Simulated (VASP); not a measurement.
# CdH6 in VASP: notebook, part 3 of 3

VASP 6.6.1. The steps go on from the part before.

## Step 6: Relaxation of cell and atoms, PBE

This run uses another cell than the first one, of 9.63 Å³/atom, 1.036 times its volume.

INCAR

```
SYSTEM = CdH6
PREC = Accurate
ENCUT = 600
EDIFF = 1E-6
ISMEAR = 0
SIGMA = 0.1
LREAL = .FALSE.
LASPH = .TRUE.
NELM = 100
ALGO = Normal
ISIF = 3
LWAVE = .FALSE.
LCHARG = .FALSE.
GGA = PE
IBRION = 2
NSW = 100
EDIFFG = -0.01
```

KPOINTS

```
regular mesh
0
G
  10 10 8
  0 0 0
```

POSCAR

```
CdH6
1.0
    3.5196500157      0.0000000000      0.0000000000
    0.0000000000      3.5196500157      0.0000000000
    0.0000000000      0.0000000000      5.4439663487
Cd H
1 6
Direct
    0.0000000000      0.0000000000      0.5000000000
    0.1805136984      0.1805136984      0.0000000000
    0.8194863016      0.8194863016      0.0000000000
    0.8194863016      0.1805136984      0.0000000000
    0.1805136984      0.8194863016      0.0000000000
    0.5000000000      0.0000000000      0.5000000000
    0.0000000000      0.5000000000      0.5000000000
```

Potentials or basis: VASP PAW PBE potentials, release 64 (Cd, H).

Launch:

```console
$ cat potpaw_PBE.64/Cd/POTCAR potpaw_PBE.64/H/POTCAR > POTCAR
$ mpirun -np 1 vasp_std > vasp.out
```

OUTCAR:

```text
SYSTEM = CdH6
   PREC = Accurate
   ENCUT = 600
   EDIFF = 1E-6
   ISMEAR = 0
   LREAL = .FALSE.
   LASPH = .TRUE.
   NELM = 100
   ISIF = 3
   GGA = PE
   IBRION = 2
   NSW = 100
   EDIFFG = -0.01

 ion  position               nearest neighbor table
   1  0.000  0.000  0.500-   6 1.76   7 1.76   7 1.76   6 1.76
   2  0.181  0.181  0.000-
   3  0.819  0.819  0.000-
   4  0.819  0.181  0.000-
   5  0.181  0.819  0.000-
   6  0.500  0.000  0.500-   1 1.76   1 1.76
   7  0.000  0.500  0.500-   1 1.76   1 1.76

  LATTYP: Found a simple tetragonal cell.
 ALAT       =     3.5196500157
 C/A-ratio  =     1.5467351369

  Lattice vectors:

 A1 = (   3.5196500157,   0.0000000000,   0.0000000000)
 A2 = (   0.0000000000,   3.5196500157,   0.0000000000)
 A3 = (   0.0000000000,   0.0000000000,   5.4439663487)

Analysis of symmetry for initial positions (statically):
=====================================================================
 Subroutine PRICEL returns:
 Original cell was already a primitive cell.

 Routine SETGRP: Setting up the symmetry group for a
 simple tetragonal supercell.

 Subroutine GETGRP returns: Found 16 space group operations
 (whereof 16 operations were pure point group operations)
 out of a pool of 16 trial point group operations.

The static configuration has the point symmetry D_4h.

Analysis of symmetry for dynamics (positions and initial velocities):
=====================================================================
 Subroutine PRICEL returns:
 Original cell was already a primitive cell.

 Routine SETGRP: Setting up the symmetry group for a
 simple tetragonal supercell.

 Subroutine GETGRP returns: Found 16 space group operations
 (whereof 16 operations were pure point group operations)
 out of a pool of 16 trial point group operations.

The dynamic configuration has the point symmetry D_4h.

 Subroutine INISYM returns: Found 16 space group operations
 (whereof 16 operations are pure point group operations),
 and found     1 'primitive' translations

----------------------------------------------------------------------------------------

                                     Primitive cell

  volume of cell :      67.4395

  direct lattice vectors                    reciprocal lattice vectors
     3.519650016  0.000000000  0.000000000     0.284119158  0.000000000  0.000000000
     0.000000000  3.519650016  0.000000000     0.000000000  0.284119158  0.000000000
     0.000000000  0.000000000  5.443966349     0.000000000  0.000000000  0.183689600

  length of vectors
     3.519650016  3.519650016  5.443966349     0.284119158  0.284119158  0.183689600

  position of ions in fractional coordinates (direct lattice)
     0.000000000  0.000000000  0.500000000
     0.180513698  0.180513698  0.000000000
     0.819486302  0.819486302  0.000000000
     0.819486302  0.180513698  0.000000000
     0.180513698  0.819486302  0.000000000
     0.500000000  0.000000000  0.500000000
     0.000000000  0.500000000  0.500000000

  ion indices of the primitive-cell ions
   primitive index   ion index
                 1           1
                 2           2
                 3           3
                 4           4
                 5           5
[... 64 lines left out ...]
 SYSTEM =  CdH6
   PREC   = accura    normal or accurate (medium, high low for compatibility)
   ISTART =      0    job   : 0-new  1-cont  2-samecut
   ICHARG =      2    charge: 1-file 2-atom 10-const
   ISPIN  =      1    spin polarized calculation?
   LNONCOLLINEAR =      F non collinear calculations
   LSORBIT =      F    spin-orbit coupling
   LASPH  =      T    aspherical Exc in radial PAW
   ENCUT  =  600.0 eV  44.10 Ry    6.64 a.u.   7.03  7.03 10.87*2*pi/ulx,y,z
   NELM   =    100;   NELMIN=  2; NELMDL= -5     # of ELM steps
   EDIFF  = 0.1E-05   stopping-criterion for ELM
   LREAL  =      F    real-space projection
   EDIFFG = -.1E-01   stopping-criterion for IOM
   NSW    =    100    number of steps for IOM
   IBRION =      2    ionic relax: 0-MD 1-quasi-New 2-CG
   NFREE  =      1    steps in history (QN), initial steepest desc. (CG)
   ISIF   =      3    stress and relaxation
   ISYM   =      2    0-nonsym 1-usesym 2-fastsym
   POTIM  = 0.5000    time-step for ionic-motion
   TEBEG  =    0.0;   TEEND  =   0.0 temperature during run
   PSTRESS=    0.0 pullay stress
   NELECT =      18.0000    total number of electrons
   NUPDOWN=      -1.0000    fix difference up-down
   EMIN   =  10.00;   EMAX   =-10.00  energy-range for DOS
   EFERMI =   0.00;   METHOD = LEGACY
   ISMEAR =     0;   SIGMA  =   0.10  broadening in eV -4-tet -1-fermi 0-gaus
   EFERMI_NEDOS =   21; number of points for ismear=-14 and -15
   IALGO  =     38    algorithm
   IMIX   =      4    mixing-type and parameters
     AMIX     =   0.40;   BMIX     =  1.00
     AMIX_MAG =   1.60;   BMIX_MAG =  1.00
  volume/ion in A,a.u.               =       9.63        65.01
  Fermi-wavevector in a.u.,A,eV,Ry     =   1.054049  1.991864 15.116340  1.111020
  Thomas-Fermi vector in A             =   2.189194
   LORBIT       =      0    0 simple, 1 ext, 2 COOP (PROOUT), +10 PAW based schemes
   GGA     = PE    functional components
   LHFCALC =     F    Hartree Fock is set to
   AEXX    =    0.0000 exact exchange contribution
   IVDW    =     0    specifies the selected vdW correction
   LEPSILON=     F    determine dielectric tensor
   LRPA    =     F    only Hartree local field effects (RPA)
 conjugate gradient relaxation of ions
 non-spin polarized calculation
 Gauss-broadening in eV      SIGMA  =   0.10
  energy-cutoff  :      600.00
  volume of cell :       67.44
 maximum number of plane-waves:      2284
   NGX = 15   NGY = 15   NGZ = 21

--------------------------------------- Ionic step        1  -------------------------------------------

 number of electron      18.0000005 magnetization

 Free energy of the ion-electron system (eV)
  ---------------------------------------------------
  ext. energy  EPLUGINS =         0.00000000
  ---------------------------------------------------
  free energy    TOTEN  =       -14.74663478 eV

  energy without entropy =      -14.74157388  energy(sigma->0) =      -14.74410433

------------------------ aborting loop because EDIFF is reached ----------------------------------------

  FORCE on cell =-STRESS in cart. coord.  units (eV):
  Direction    XX          YY          ZZ          XY          YZ          ZX
  --------------------------------------------------------------------------------------
  -------------------------------------------------------------------------------------
  Total        0.2070680      0.2070680      0.2782534      0.0000000     -0.0000000      0.0000000
  in kB        4.9193672      4.9193672      6.6105350      0.0000000     -0.0000000      0.0000000
  external PRESSURE =       5.4830898 kB  Pullay stress =       0.0000000 kB
[... 274 lines left out ...]
--------------------------------------- Ionic step        8  -------------------------------------------

 number of electron      18.0000003 magnetization

 Free energy of the ion-electron system (eV)
  ---------------------------------------------------
  ext. energy  EPLUGINS =         0.00000000
  ---------------------------------------------------
  free energy    TOTEN  =       -14.75108715 eV

  energy without entropy =      -14.74668072  energy(sigma->0) =      -14.74888394

 E-fermi :  -0.5306     XC(G=0):  -8.1267

 val. band max:       -0.5451349663   @ k =   0.2000   0.2000   0.3750
 cond. band min:      -0.5080611774   @ k =   0.2000   0.0000   0.5000
 fundamental gap:      0.0370737889
 Fermi energy:        -0.5306310353

 k-point     1 :       0.0000    0.0000    0.0000
  band No.  band energies     occupation
      1     -11.2290      2.00000
      2     -10.8013      2.00000
      3      -9.9040      2.00000
      4      -9.5279      2.00000
      5      -9.5279      2.00000
      6      -9.4481      2.00000
      7      -6.7789      2.00000
      8      -0.0353      0.00000
      9       0.3808      0.00000
     10       0.3808      0.00000
     11       1.6580      0.00000
     12       6.4521      0.00000
     13       6.4521      0.00000
[... 354 lines left out ...]
  band No.  band energies     occupation
      1     -11.1067      2.00000
      2     -10.4788      2.00000
      3      -9.6095      2.00000
      4      -9.5421      2.00000
      5      -9.5240      2.00000
      6      -9.4966      2.00000
      7      -6.7088      2.00000
      8      -1.4277      2.00000
      9      -0.0542      0.00000
     10       0.6586      0.00000
     11       0.7256      0.00000
     12       6.2390      0.00000
     13       6.8913      0.00000

 [... further k-points ...]

------------------------ aborting loop because EDIFF is reached ----------------------------------------

  FORCE on cell =-STRESS in cart. coord.  units (eV):
  Direction    XX          YY          ZZ          XY          YZ          ZX
  --------------------------------------------------------------------------------------
  -------------------------------------------------------------------------------------
  Total       -0.0044790     -0.0044790      0.0158750      0.0000000      0.0000000      0.0000000
  in kB       -0.1026812     -0.1026812      0.3639336      0.0000000      0.0000000      0.0000000
  external PRESSURE =       0.0528570 kB  Pullay stress =       0.0000000 kB
[... 22 lines left out ...]
  FREE ENERGIE OF THE ION-ELECTRON SYSTEM (eV)
  ---------------------------------------------------
  free  energy   TOTEN  =       -14.7510871540 eV

  energy  without entropy=      -14.7466807192  energy(sigma->0) =      -14.74888394

 reached required accuracy - stopping structural energy minimisation
```

Run time: 3 min. Hardware: 1 thread of Intel Xeon 6975P-C (Granite Rapids), shared host; peak memory 0.28 GiB.

What came out:

- Free energy: -14.7511 eV
- Relaxed volume: 9.98 Å³/atom
- Relaxed cell: a = 3.535 Å, b = 3.535 Å, c = 5.592 Å, α = 90.00°, β = 90.00°, γ = 90.00°
- Space group after relaxing (to 0.05 Å): P4/mmm (No. 123)
- Energy gained by relaxing: 0.6 meV/atom
- Ionic steps: 8
- Pressure after relaxing: 0.0 GPa
- Largest force after relaxing: 0.010 eV/Å
- Band gap on the k mesh: zero (band 9 reaches 0.56 eV, above the bottom of band 10 at -2.06 eV)

Forces in eV/Å, atoms in the order of the input:
```
Cd   0.000  0.000  0.000
H    0.007  0.007  0.000
H   -0.007 -0.007  0.000
H   -0.007  0.007  0.000
H    0.007 -0.007  0.000
H    0.000  0.000  0.000
H    0.000  0.000  0.000
```

Step by step:
```
step  energy change (eV)  largest force (eV/Å)  pressure (GPa)  volume (Å³)
   1              0.0000                0.0092            0.55        67.44
   2             -0.0009                0.0060            0.36        67.76
   3             -0.0016                0.0373           -0.03        68.44
   4             -0.0024                0.0301           -0.05        68.69
   5             -0.0040                0.0080           -0.09        69.45
   6             -0.0034                0.0394           -0.10        70.96
   7             -0.0043                0.0094           -0.09        70.03
   8             -0.0045                0.0099            0.01        69.89
```

Final structure:
```xyz
7
Lattice="3.5353 0.0000 0.0000 0.0000 3.5353 0.0000 0.0000 0.0000 5.5919" Properties=species:S:1:pos:R:3 pbc="T T T"
Cd    0.0000    0.0000    2.7959
H     0.6326    0.6326    0.0000
H     2.9026    2.9026    0.0000
H     2.9026    0.6326    0.0000
H     0.6326    2.9026    0.0000
H     1.7676    0.0000    2.7959
H     0.0000    1.7676    2.7959
```

Levels at points of the mesh, in eV from the Fermi level:
```csv
k point,band 6,band 7,band 8,band 9,band 10,band 11,band 12,band 13
"(0.00, 0.00, 0.00)",-8.92,-6.25,0.50,0.91,0.91,2.19,6.98,6.98
"(0.50, 0.00, 0.00)",-7.90,-5.15,-4.09,-2.36,1.81,2.49,5.85,7.27
"(0.50, 0.50, 0.00)",-6.87,-4.43,-4.43,-1.25,-1.25,0.35,2.38,4.55
"(0.00, 0.00, 0.50)",-8.92,-7.16,1.02,1.02,2.22,2.95,5.51,6.49
"(0.50, 0.00, 0.50)",-7.93,-4.92,-4.69,-2.78,1.90,4.95,6.30,7.31
"(0.50, 0.50, 0.50)",-6.98,-4.30,-4.30,-1.53,-1.53,-0.39,2.62,5.17
```

## Step 7: Overview

```tsv
task	cell	k mesh	cutoff (eV)	gap on the mesh (eV)	pressure (GPa)	relaxed volume (Å³/atom)	largest force (eV/Å)
single point	a = 3.553, b = 3.553, c = 5.155 Å, 7 atoms	4 × 4 × 6	520	none	0.4	-	-
single point	a = 3.520, b = 3.520, c = 5.444 Å, 7 atoms	6 × 6 × 4	520	none	0.5	-	0.02
single point	a = 3.525, b = 3.525, c = 5.584 Å, 7 atoms	10 × 10 × 8	520	none	0.2	-	-
relaxation of cell and atoms	relaxed from a = 3.553, b = 3.553, c = 5.155 Å, 7 atoms	6 × 6 × 4	600	none	0.4	9.52	0.04
relaxation of cell and atoms	relaxed from a = 3.520, b = 3.520, c = 5.444 Å, 7 atoms	10 × 10 × 8	600	none	0.0	9.98	0.01
```

Alike in all rows: level PBE; potentials or basis VASP PAW PBE potentials, release 64 (Cd, H); no spin polarisation; smearing gaussian 0.1 eV.

Caveats: some runs use coarse meshes.

Absolute energies hang on the potentials; compare differences alone.
